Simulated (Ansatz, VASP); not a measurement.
Two plane-wave programs on CdS

```
Cd S
1.0
    -4.04237    4.04237    4.04237
     4.04237   -4.04237    4.04237
     4.04237    4.04237   -4.04237
Cd S
4 4
Direct
  0.32147 0.32147 0.32147
  0.00000 0.00000 0.67853
  0.00000 0.67853 0.00000
  0.67853 0.00000 0.00000
  0.67383 0.67383 0.67383
  0.00000 0.00000 0.32617
  0.00000 0.32617 0.00000
  0.32617 0.00000 0.00000
```

Alike in both runs: task single point; functional r2SCAN; k mesh 6 × 6 × 6; occupations gaussian, width 0.02 eV; no spin polarisation.

|  | VASP | Ansatz |
| --- | --- | --- |
| version | VASP 6.6.1 | Ansatz 0.2.0 |
| potentials or method | VASP PAW PBE potentials, release 64 (Cd, S), cutoff 520 eV | scalar-relativistic, plane waves, PAW |
| valence electrons in the cell | 72 | 104 |

VASP gave:

* gap on the k mesh at the Fermi level (eV): 1.94
* least direct gap on the mesh (eV): 1.95

Task: What did Ansatz give for the same quantities?

Result: gap on the k mesh at the Fermi level (eV): 1.95; least direct gap on the mesh (eV): 1.96.

VASP's potentials were made for PBE, not for r2SCAN. VASP's potentials hold 72 valence electrons a cell and Ansatz's 104, so a difference there can come from the potentials and not from the codes.
